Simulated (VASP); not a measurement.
Here is a VASP 6.6.1 calculation.

INCAR

```
SYSTEM = BaBeC5
  PREC = Accurate
  ENCUT = 520
  EDIFF = 1E-7
  ISMEAR = 0
  SIGMA = 0.1
  LREAL = .FALSE.
  LASPH = .TRUE.
  NELM = 60
  ALGO = Normal
  ISIF = 2
  LWAVE = .FALSE.
  LCHARG = .TRUE.
  GGA = PE
  LELF = .TRUE.
  LVHAR = .TRUE.
  NBANDS = 25
```

Contents of KPOINTS:

```
regular mesh
0
G
  12 12 12
  0 0 0
```

File POSCAR:

```
BaBeC5
1.0
    2.4235295061      1.3992254128      5.3629045438
   -2.4235295061      1.3992254128      5.3629045438
    0.0000000000     -2.7984508255      5.3629045438
Ba Be C
1 1 5
Direct
    0.0000000000      0.0000000000      0.0000000000
    0.5000000000      0.5000000000      0.5000000000
    0.0000000000      0.0000000000      0.5000000000
    0.5000000000      0.0000000000      0.0000000000
    0.0000000000      0.5000000000      0.0000000000
    0.8269540905      0.8269540905      0.8269540905
    0.1730459095      0.1730459095      0.1730459095
```

Potentials or basis: VASP PAW PBE potentials, release 64 (Ba_sv, Be, C).

Launch:

```bash
$ cat potpaw_PBE.64/Ba_sv/POTCAR potpaw_PBE.64/Be/POTCAR potpaw_PBE.64/C/POTCAR > POTCAR
$ mpirun -np 1 vasp_std > vasp.out
```

Q: What does it give for the largest force?

A: 0.037 eV/Å.

Q: What does it give for the band gap on the k mesh?

A: Zero (bands 16 and 17 overlap by 2.19 eV).

Stress tensor (GPa, compression positive):
```
0.23 0.00 0.00
0.00 0.23 0.00
0.00 0.00 1.24
```

Caveat: spin-orbit coupling is left out, which moves the levels of the heavy elements.
